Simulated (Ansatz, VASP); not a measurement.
## Cd3HgTe4 in VASP and in Ansatz

```
Cd Hg Te
1.0
     6.62101    0.00000    0.00000
     0.00000    6.62101    0.00000
     0.00000    0.00000    6.62101
Cd Hg Te
3 1 4
Cartesian
  0.0000 0.0000 3.3105
  0.0000 3.3105 0.0000
  3.3105 0.0000 0.0000
  3.3105 3.3105 3.3105
  1.6493 1.6493 1.6493
  1.6493 4.9718 4.9718
  4.9718 1.6493 4.9718
  4.9718 4.9718 1.6493
```

Alike in both runs: functional PBE; k mesh 4 × 4 × 4; occupations gaussian, width 0.1 eV; no spin polarisation.

Ansatz relaxed the structure, and its values are those at the end. VASP's run is a single point on that final structure, the one shown.

|  | VASP | Ansatz |
| --- | --- | --- |
| version | VASP 6.6.1 | Ansatz 0.2.0 |
| potentials or method | VASP PAW PBE potentials, release 64 (Cd, Hg, Te), cutoff 520 eV | scalar-relativistic, plane waves, PAW |
| valence electrons in the cell | 72 | 144 |

|  | VASP | Ansatz | Ansatz less VASP |
| --- | --- | --- | --- |
| gap on the k mesh at the Fermi level (eV) | 0.19 | 0.19 | +0.004 |
| least direct gap on the mesh (eV) | 0.19 | 0.19 | +0.004 |
| pressure (GPa) | 0.2 | 0.1 | -0.09 |

VASP's potentials hold 72 valence electrons a cell and Ansatz's 144, so a difference there can come from the potentials and not from the codes.

Neither program's run includes spin-orbit coupling.
